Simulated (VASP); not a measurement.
# CdTe (Pm-3m) in VASP: a series of runs

The runs below take CdTe through single point, relaxation of cell and atoms, with PBE.

All numbers are computed with VASP 6.6.1; they aren't measurements. Logs are shortened: lines on timing, memory, paths and dates and some standing lists are left out, and cuts for length are marked.

### Step 1. The cell of the first run

The structure is cubic, space group Pm-3m (No. 221). The conventional cell has a = 3.778 Å, b = 3.778 Å, c = 3.778 Å, α = 90.00°, β = 90.00°, γ = 90.00°. Within 4.3 Å of Cd (site symmetry m-3m) lie 8 Te at 3.27 Å and 6 Cd at 3.78 Å. Te (site symmetry m-3m) has 8 Cd at 3.27 Å and 6 Te at 3.78 Å within 4.3 Å.

### Step 2. Single point, PBE

Input file INCAR:

```
  PREC = Accurate
  ENCUT = 520
  EDIFF = 1E-6
  ISMEAR = -1
  SIGMA = 0.02
  LREAL = F
  LASPH = T
  NELM = 80
  ALGO = Normal
  ISIF = 2
  LWAVE = F
  LCHARG = F
  GGA = PE
  NBANDS = 16
```

Input file KPOINTS:

```
Automatic mesh
0
Gamma
  6 6 6
```

Input file POSCAR:

```
CdTe
1.0
    3.7775806528      0.0000000000      0.0000000000
    0.0000000000      3.7775806528      0.0000000000
    0.0000000000      0.0000000000      3.7775806528
Cd Te
1 1
Direct
    0.0000000000      0.0000000000      0.0000000000
    0.5000000000      0.5000000000      0.5000000000
```

Potentials or basis: VASP PAW PBE potentials, release 64 (Cd, Te).

Started as:

```bash
$ cat potpaw_PBE.64/Cd/POTCAR potpaw_PBE.64/Te/POTCAR > POTCAR
$ mpirun -np 1 vasp_std > vasp.out
```

OUTCAR:

```text
PREC = Accurate
   ENCUT = 520
   EDIFF = 1E-6
   ISMEAR = -1
   LREAL = F
   LASPH = T
   NELM = 80
   ISIF = 2
   GGA = PE

 ion  position               nearest neighbor table
   1  0.000  0.000  0.000-   2 3.27   2 3.27   2 3.27   2 3.27   2 3.27   2 3.27   2 3.27   2 3.27

   2  0.500  0.500  0.500-   1 3.27   1 3.27   1 3.27   1 3.27   1 3.27   1 3.27   1 3.27   1 3.27

  LATTYP: Found a simple cubic cell.
 ALAT       =     3.7775806528

  Lattice vectors:

 A1 = (   3.7775806528,   0.0000000000,   0.0000000000)
 A2 = (   0.0000000000,   3.7775806528,   0.0000000000)
 A3 = (   0.0000000000,   0.0000000000,   3.7775806528)

Analysis of symmetry for initial positions (statically):
=====================================================================
 Subroutine PRICEL returns:
 Original cell was already a primitive cell.

 Routine SETGRP: Setting up the symmetry group for a
 simple cubic supercell.

 Subroutine GETGRP returns: Found 48 space group operations
 (whereof 48 operations were pure point group operations)
 out of a pool of 48 trial point group operations.

The static configuration has the point symmetry O_h .

Analysis of symmetry for dynamics (positions and initial velocities):
=====================================================================
 Subroutine PRICEL returns:
 Original cell was already a primitive cell.

 Routine SETGRP: Setting up the symmetry group for a
 simple cubic supercell.

 Subroutine GETGRP returns: Found 48 space group operations
 (whereof 48 operations were pure point group operations)
 out of a pool of 48 trial point group operations.

The dynamic configuration has the point symmetry O_h .

 Subroutine INISYM returns: Found 48 space group operations
 (whereof 48 operations are pure point group operations),
 and found     1 'primitive' translations

----------------------------------------------------------------------------------------

                                     Primitive cell

  volume of cell :      53.9065

  direct lattice vectors                    reciprocal lattice vectors
     3.777580653  0.000000000  0.000000000     0.264719695  0.000000000  0.000000000
     0.000000000  3.777580653  0.000000000     0.000000000  0.264719695  0.000000000
     0.000000000  0.000000000  3.777580653     0.000000000  0.000000000  0.264719695

  length of vectors
     3.777580653  3.777580653  3.777580653     0.264719695  0.264719695  0.264719695

  position of ions in fractional coordinates (direct lattice)
     0.000000000  0.000000000  0.000000000
     0.500000000  0.500000000  0.500000000

  ion indices of the primitive-cell ions
   primitive index   ion index
                 1           1
                 2           2

----------------------------------------------------------------------------------------

 KPOINTS: Automatic mesh

Automatic generation of k-mesh.
 Grid dimensions read from file:
 generate k-points for:    6    6    6

 Generating k-lattice:

  Cartesian coordinates                     Fractional coordinates (reciprocal lattice)
     0.044119949  0.000000000  0.000000000     0.166666667  0.000000000  0.000000000
     0.000000000  0.044119949  0.000000000     0.000000000  0.166666667  0.000000000
     0.000000000  0.000000000  0.044119949     0.000000000  0.000000000  0.166666667

  Length of vectors
     0.044119949  0.044119949  0.044119949

  Shift w.r.t. Gamma in fractional coordinates (k-lattice)
     0.000000000  0.000000000  0.000000000

 Subroutine IBZKPT returns following result:
 ===========================================

 Found     20 irreducible k-points:

 Following reciprocal coordinates:
            Coordinates               Weight
  0.000000  0.000000  0.000000      1.000000
  0.166667  0.000000  0.000000      6.000000
  0.333333  0.000000  0.000000      6.000000
  0.500000  0.000000  0.000000      3.000000
  0.166667  0.166667  0.000000     12.000000
  0.333333  0.166667  0.000000     24.000000
[... 12 lines left out ...]
  0.500000  0.500000  0.333333      6.000000
  0.500000  0.500000  0.500000      1.000000
   k-points           NKPTS =     20   k-points in BZ     NKDIM =     20   number of bands    NBANDS=     16
   number of dos      NEDOS =    301   number of ions     NIONS =      2
   total plane-waves  NPLWV =  21952
   dimension x,y,z NGX =    28 NGY =   28 NGZ =   28
   dimension x,y,z NGXF=    56 NGYF=   56 NGZF=   56
   ions per type =               1   1
   NGX,Y,Z   is equivalent  to a cutoff of  12.32, 12.32, 12.32 a.u.
   NGXF,Y,Z  is equivalent  to a cutoff of  24.64, 24.64, 24.64 a.u.
 SYSTEM =  unknown system
   PREC   = accura    normal or accurate (medium, high low for compatibility)
   ISTART =      0    job   : 0-new  1-cont  2-samecut
   ICHARG =      2    charge: 1-file 2-atom 10-const
   ISPIN  =      1    spin polarized calculation?
   LNONCOLLINEAR =      F non collinear calculations
   LSORBIT =      F    spin-orbit coupling
   LASPH  =      T    aspherical Exc in radial PAW
   ENCUT  =  520.0 eV  38.22 Ry    6.18 a.u.   7.02  7.02  7.02*2*pi/ulx,y,z
   NELM   =     80;   NELMIN=  2; NELMDL= -5     # of ELM steps
   EDIFF  = 0.1E-05   stopping-criterion for ELM
   LREAL  =      F    real-space projection
   EDIFFG = 0.1E-04   stopping-criterion for IOM
   NSW    =      0    number of steps for IOM
   IBRION =     -1    ionic relax: 0-MD 1-quasi-New 2-CG
   NFREE  =      0    steps in history (QN), initial steepest desc. (CG)
   ISIF   =      2    stress and relaxation
   ISYM   =      2    0-nonsym 1-usesym 2-fastsym
   POTIM  = 0.5000    time-step for ionic-motion
   TEBEG  =    0.0;   TEEND  =   0.0 temperature during run
   PSTRESS=    0.0 pullay stress
   NELECT =      18.0000    total number of electrons
   NUPDOWN=      -1.0000    fix difference up-down
   EMIN   =  10.00;   EMAX   =-10.00  energy-range for DOS
   EFERMI =   0.00;   METHOD = LEGACY
   ISMEAR =    -1;   SIGMA  =   0.02  broadening in eV -4-tet -1-fermi 0-gaus
   EFERMI_NEDOS =   21; number of points for ismear=-14 and -15
   IALGO  =     38    algorithm
   IMIX   =      4    mixing-type and parameters
     AMIX     =   0.40;   BMIX     =  1.00
     AMIX_MAG =   1.60;   BMIX_MAG =  1.00
  volume/ion in A,a.u.               =      26.95       181.89
  Fermi-wavevector in a.u.,A,eV,Ry     =   1.135757  2.146269 17.550740  1.289943
  Thomas-Fermi vector in A             =   2.272461
   LORBIT       =      0    0 simple, 1 ext, 2 COOP (PROOUT), +10 PAW based schemes
   GGA     = PE    functional components
   LHFCALC =     F    Hartree Fock is set to
   AEXX    =    0.0000 exact exchange contribution
   IVDW    =     0    specifies the selected vdW correction
   LEPSILON=     F    determine dielectric tensor
   LRPA    =     F    only Hartree local field effects (RPA)
 non-spin polarized calculation
  energy-cutoff  :      520.00
  volume of cell :       53.91
 maximum number of plane-waves:      1472
   NGX = 15   NGY = 15   NGZ = 15

 number of electron      17.9999993 magnetization

 Free energy of the ion-electron system (eV)
  ---------------------------------------------------
  ext. energy  EPLUGINS =         0.00000000
  ---------------------------------------------------
  free energy    TOTEN  =        -3.77801530 eV

  energy without entropy =       -3.77568013  energy(sigma->0) =       -3.77684772

 E-fermi :   4.8325     XC(G=0): -10.1106

 val. band max:        4.7177344626   @ k =   0.3333   0.0000   0.0000
 cond. band min:       4.8589994838   @ k =   0.3333   0.1667   0.0000
 fundamental gap:      0.1412650212
 Fermi energy:         4.8325012060

 k-point     1 :       0.0000    0.0000    0.0000
  band No.  band energies     occupation
      1      -7.4371      2.00000
      2      -3.7151      2.00000
      3      -3.7151      2.00000
      4      -3.4530      2.00000
      5      -3.4530      2.00000
      6      -3.4530      2.00000
[... 8 lines left out ...]
     15      14.2186      0.00000
     16      17.5204      0.00000

 k-point     2 :       0.1667    0.0000    0.0000
  band No.  band energies     occupation
      1      -7.2412      2.00000
      2      -3.7079      2.00000
      3      -3.6723      2.00000
      4      -3.4903      2.00000
      5      -3.4903      2.00000
      6      -3.4509      2.00000
[... 8 lines left out ...]
     15      13.0818      0.00000
     16      16.2514      0.00000

 k-point     3 :       0.3333    0.0000    0.0000
  band No.  band energies     occupation
      1      -6.7647      2.00000
      2      -3.6935      2.00000
      3      -3.6090      2.00000
      4      -3.5623      2.00000
      5      -3.5623      2.00000
      6      -3.4467      2.00000
[... 8 lines left out ...]
     15      14.3233      0.00000
     16      15.1386      0.00000

 k-point     4 :       0.5000    0.0000    0.0000
  band No.  band energies     occupation
      1      -6.4571      2.00000
      2      -3.6863      2.00000
      3      -3.6073      2.00000
      4      -3.5971      2.00000
      5      -3.5971      2.00000
      6      -3.4446      2.00000
[... 8 lines left out ...]
     15      13.4816      0.00000
     16      17.8582      0.00000

 k-point     5 :       0.1667    0.1667    0.0000
  band No.  band energies     occupation
      1      -7.0583      2.00000
      2      -3.6857      2.00000
      3      -3.6397      2.00000
      4      -3.5130      2.00000
      5      -3.4952      2.00000
      6      -3.4742      2.00000
[... 8 lines left out ...]
     15      13.7501      0.00000
     16      15.6077      0.00000

 k-point     6 :       0.3333    0.1667    0.0000
  band No.  band energies     occupation
      1      -6.6243      2.00000
      2      -3.6676      2.00000
      3      -3.5737      2.00000
      4      -3.5517      2.00000
      5      -3.5217      2.00000
      6      -3.4723      2.00000
[... 8 lines left out ...]
     15      15.2357      0.00000
     16      15.5982      0.00000

 k-point     7 :       0.5000    0.1667    0.0000
  band No.  band energies     occupation
      1      -6.3557      2.00000
      2      -3.6561      2.00000
      3      -3.5822      2.00000
      4      -3.5411      2.00000
      5      -3.5188      2.00000
      6      -3.4682      2.00000
[... 8 lines left out ...]
     15      15.2448      0.00000
     16      16.0774      0.00000

 k-point     8 :       0.3333    0.3333    0.0000
  band No.  band energies     occupation
      1      -6.3158      2.00000
      2      -3.6347      2.00000
      3      -3.5366      2.00000
      4      -3.5165      2.00000
      5      -3.4505      2.00000
      6      -3.4066      2.00000
[... 8 lines left out ...]
     15      14.3419      0.00000
     16      16.0384      0.00000

 k-point     9 :       0.5000    0.3333    0.0000
  band No.  band energies     occupation
      1      -6.1460      2.00000
      2      -3.6164      2.00000
      3      -3.5525      2.00000
      4      -3.5147      2.00000
      5      -3.3969      2.00000
      6      -3.2728      2.00000
[... 8 lines left out ...]
     15      14.5040      0.00000
     16      15.5832      0.00000
[... 96 lines left out ...]
 k-point    15 :       0.5000    0.3333    0.1667
  band No.  band energies     occupation
      1      -5.9872      2.00000
      2      -3.6509      2.00000
      3      -3.5912      2.00000
      4      -3.5441      2.00000
      5      -3.3860      2.00000
      6      -3.2603      2.00000
[... 8 lines left out ...]
     15      15.8187      0.00000
     16      15.9086      0.00000

 k-point    16 :       0.5000    0.5000    0.1667
  band No.  band energies     occupation
      1      -5.8544      2.00000
      2      -3.6189      2.00000
      3      -3.6189      2.00000
      4      -3.5304      2.00000
      5      -3.3257      2.00000
      6      -3.1792      2.00000
[... 8 lines left out ...]
     15      16.3592      0.00000
     16      16.3592      0.00000

 k-point    17 :       0.3333    0.3333    0.3333
  band No.  band energies     occupation
      1      -5.8164      2.00000
      2      -3.7103      2.00000
      3      -3.7103      2.00000
      4      -3.4271      2.00000
      5      -3.4271      2.00000
      6      -3.3194      2.00000
[... 8 lines left out ...]
     15      16.3552      0.00000
     16      16.3552      0.00000

 k-point    18 :       0.5000    0.3333    0.3333
  band No.  band energies     occupation
      1      -5.6101      2.00000
      2      -3.7650      2.00000
      3      -3.7091      2.00000
      4      -3.4231      2.00000
      5      -3.3662      2.00000
      6      -3.3630      2.00000
[... 8 lines left out ...]
     15      16.8710      0.00000
     16      18.7492      0.00000

 k-point    19 :       0.5000    0.5000    0.3333
  band No.  band energies     occupation
      1      -5.3751      2.00000
      2      -3.7629      2.00000
      3      -3.7629      2.00000
      4      -3.5202      2.00000
      5      -3.3914      2.00000
      6      -3.3228      2.00000
[... 8 lines left out ...]
     15      19.7054      0.00000
     16      19.7054      0.00000

 k-point    20 :       0.5000    0.5000    0.5000
  band No.  band energies     occupation
      1      -5.0021      2.00000
      2      -3.8277      2.00000
      3      -3.8277      2.00000
      4      -3.8277      2.00000
      5      -3.3214      2.00000
      6      -3.3214      2.00000
[... 8 lines left out ...]
     15      20.9713      0.00000
     16      20.9728      0.00000

------------------------ aborting loop because EDIFF is reached ----------------------------------------

  FORCE on cell =-STRESS in cart. coord.  units (eV):
  Direction    XX          YY          ZZ          XY          YZ          ZX
  --------------------------------------------------------------------------------------
  -------------------------------------------------------------------------------------
  Total        0.0425970      0.0425970      0.0425970      0.0000000      0.0000000      0.0000000
  in kB        1.2660426      1.2660426      1.2660426      0.0000000      0.0000000      0.0000000
  external PRESSURE =       1.2660426 kB  Pullay stress =       0.0000000 kB

 VOLUME and BASIS-vectors are now :
 -----------------------------------------------------------------------------
  energy-cutoff  :      520.00
  volume of cell :       53.91
      direct lattice vectors                 reciprocal lattice vectors
     3.777580653  0.000000000  0.000000000     0.264719695  0.000000000  0.000000000
     0.000000000  3.777580653  0.000000000     0.000000000  0.264719695  0.000000000
     0.000000000  0.000000000  3.777580653     0.000000000  0.000000000  0.264719695

 POSITION                                       TOTAL-FORCE (eV/Angst)
 -----------------------------------------------------------------------------------
      0.00000      0.00000      0.00000         0.000000      0.000000      0.000000
      1.88879      1.88879      1.88879         0.000000      0.000000      0.000000
 -----------------------------------------------------------------------------------
    total drift:                               -0.000000      0.000000     -0.000000

  FREE ENERGIE OF THE ION-ELECTRON SYSTEM (eV)
  ---------------------------------------------------
  free  energy   TOTEN  =        -3.7780153033 eV

  energy  without entropy=       -3.7756801327  energy(sigma->0) =       -3.77684772
```

It took 19 s on 1 thread of AMD EPYC 7R13, shared host; peak memory 0.14 GiB.

What came out:

* Free energy: -3.7780 eV
* Pressure: 0.1 GPa
* Band gap on the k mesh: zero (band 9 reaches 5.20 eV, above the bottom of band 10 at 3.81 eV)

Caveat: spin-orbit coupling is left out, which moves the levels of the heavy elements.

### Step 3. Relaxation of cell and atoms, PBE

This run uses another cell than the first one, of 23.94 Å³/atom, 0.888 times its volume.

Input file INCAR:

```
ALGO     = Normal         # electronic algorithm
EDIFF    = 1E-6           # SCF threshold, eV
EDIFFG   = -0.005         # ionic threshold
ENCUT    = 600            # plane-wave cutoff, eV
GGA      = PE             # functional
IBRION   = 2              # ionic algorithm
ISIF     = 3              # what is computed and relaxed
ISMEAR   = -1             # smearing method
LASPH    = T              # aspherical terms in the spheres
LCHARG   = F              # write CHGCAR
LREAL    = F              # projectors in reciprocal space
LWAVE    = F              # write WAVECAR
NELM     = 100            # most SCF steps
NSW      = 80             # ionic steps
PREC     = Accurate       # precision mode
SIGMA    = 0.02           # smearing width, eV
```

Input file KPOINTS:

```
k-points
0
Gamma
  6 6 6
```

Input file POSCAR:

```
CdTe
1.0
    3.6314211873      0.0000000000      0.0000000000
    0.0000000000      3.6314211873      0.0000000000
    0.0000000000      0.0000000000      3.6314211873
Cd Te
1 1
Direct
    0.0000000000      0.0000000000      0.0000000000
    0.5000000000      0.5000000000      0.5000000000
```

Potentials or basis: VASP PAW PBE potentials, release 64 (Cd, Te).

Started as:

```bash
$ cat potpaw_PBE.64/Cd/POTCAR potpaw_PBE.64/Te/POTCAR > POTCAR
$ mpirun -np 1 vasp_std > vasp.out
```

Run time: 76 s. Hardware: 1 thread of AMD EPYC 7R13, shared host; peak memory 0.15 GiB.

Results (log left out):

* Free energy: -3.7761 eV
* Relaxed volume: 27.01 Å³/atom
* Relaxed cell: a = 3.780 Å, b = 3.780 Å, c = 3.780 Å, α = 90.00°, β = 90.00°, γ = 90.00°
* Space group after relaxing (to 0.05 Å): Pm-3m (No. 221)
* Energy gained by relaxing: 64.6 meV/atom
* Ionic steps: 5
* Pressure after relaxing: 0.0 GPa
* Band gap on the k mesh: zero (band 9 reaches 5.18 eV, above the bottom of band 10 at 3.79 eV)

The path:
```
step  energy change (eV)  largest force (eV/Å)  pressure (GPa)  volume (Å³)
   1              0.0000                0.0000            7.64        47.89
   2             -0.1170                0.0000           -1.68        56.24
   3             -0.1291                0.0000            0.05        53.98
   4             -0.1291                0.0000           -0.06        54.10
   5             -0.1292                0.0000           -0.01        54.03
```

Final structure:
```
Cd Te
1.0
     3.78038    0.00000    0.00000
     0.00000    3.78038    0.00000
     0.00000    0.00000    3.78038
Cd Te
1 1
Direct
  0.00000 0.00000 0.00000
  0.50000 0.50000 0.50000
```

Levels at points of the mesh, in eV from the Fermi level:
| k point | band 6 | band 7 | band 8 | band 9 | band 10 | band 11 | band 12 | band 13 |
| --- | --- | --- | --- | --- | --- | --- | --- | --- |
| (0.00, 0.00, 0.00) | -8.28 | -1.19 | -1.02 | -1.02 | -1.02 | 4.86 | 4.86 | 9.37 |
| (0.50, 0.00, 0.00) | -8.27 | -5.91 | 0.30 | 0.30 | 2.79 | 3.35 | 5.33 | 5.33 |
| (0.50, 0.50, 0.00) | -7.90 | -4.28 | -4.28 | -2.01 | 0.59 | 6.47 | 6.47 | 7.16 |
| (0.50, 0.50, 0.50) | -8.15 | -2.30 | -2.30 | -2.30 | 0.37 | 0.92 | 0.92 | 0.92 |

Caveat: spin-orbit coupling is left out, which moves the levels of the heavy elements.
